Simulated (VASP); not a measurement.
MgS (m.eBscan), 4 atoms in the cell. The structure is orthorhombic, space group Imm2 (No. 44). Conventional cell: a = 3.893 Å, b = 4.119 Å, c = 5.825 Å, α = 90.00°, β = 90.00°, γ = 90.00°. Mg (site symmetry mm2) has 4 S at 2.46 to 2.49 Å within 3.3 Å. S (site symmetry mm2) has 4 Mg at 2.46 to 2.49 Å within 3.3 Å. 

| Item | Value |
| --- | --- |
| Program | VASP 6.6.1 |
| Task | single point |
| Functional | r2SCAN |
| Potentials or basis | VASP PAW PBE potentials, release 64 (Mg, S) |
| Cutoff | 660 eV |
| k mesh | 6 × 4 × 6 |
| Occupations | gaussian, width 0.02 eV |
| Spin | no spin polarisation |
| Dipole correction | no |
| Further INCAR settings | ALGO = Normal; EDIFF = 1e-06; NBANDS = 16 |

Potentials or basis: VASP PAW PBE potentials, release 64 (Mg, S).

The run is started by

```sh
$ cat potpaw_PBE.64/Mg/POTCAR potpaw_PBE.64/S/POTCAR > POTCAR
$ cp INCAR.step1 INCAR
$ mpirun -np 1 vasp_std > vasp.out
$ cp INCAR.step2 INCAR
$ mpirun -np 1 vasp_std > vasp.out
```

Hardware: 1 thread of Intel Xeon 6975P-C, with other jobs on the host.

How long does it take, and how much memory?

It took 4.4 min on 1 thread of Intel Xeon 6975P-C, with other jobs on the host, peak memory 0.32 GiB. Counts: k points 48.
